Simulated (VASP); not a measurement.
Runs of VASP 6.6.1 on Pt. The structure is that of space group Fm-3m (No. 225), or close to it. The cells are those of the table. 

```csv
cell,smearing,gap on the mesh (eV),pressure (GPa)
"a = 2.697 Å, angles 60.0°, 1 atom",fermi-dirac 0.05 eV,none,23.4
"a = 2.753 Å, angles 60.0°, 1 atom",methfessel-paxton 0.15 eV,none,(a)
"a = 2.556 Å, angles 60.0°, 1 atom",fermi-dirac 0.05 eV,none,125.3
"a = 2.639 Å, angles 60.0°, 1 atom",fermi-dirac 0.05 eV,none,56.5
"a = 2.468 Å, angles 60.0°, 1 atom",fermi-dirac 0.05 eV,none,(b)
"a = 2.373 Å, angles 60.0°, 1 atom",fermi-dirac 0.05 eV,none,437.2
```

Alike in all rows: task single point; level LDA; potentials or basis VASP PAW LDA potentials, release 64 (Pt); no spin polarisation; k mesh 17 × 17 × 17; cutoff (eV) 520.

Question: Fill in the values left out.

Answer: (a) 0.6; (b) 240.6.

Caveats: spin-orbit coupling is left out, which moves the levels of the heavy elements.

A k mesh can miss the band edges, and the runs leave out spin-orbit coupling on Pt.

A gap of «none» marks levels without a gap at the run's occupations.
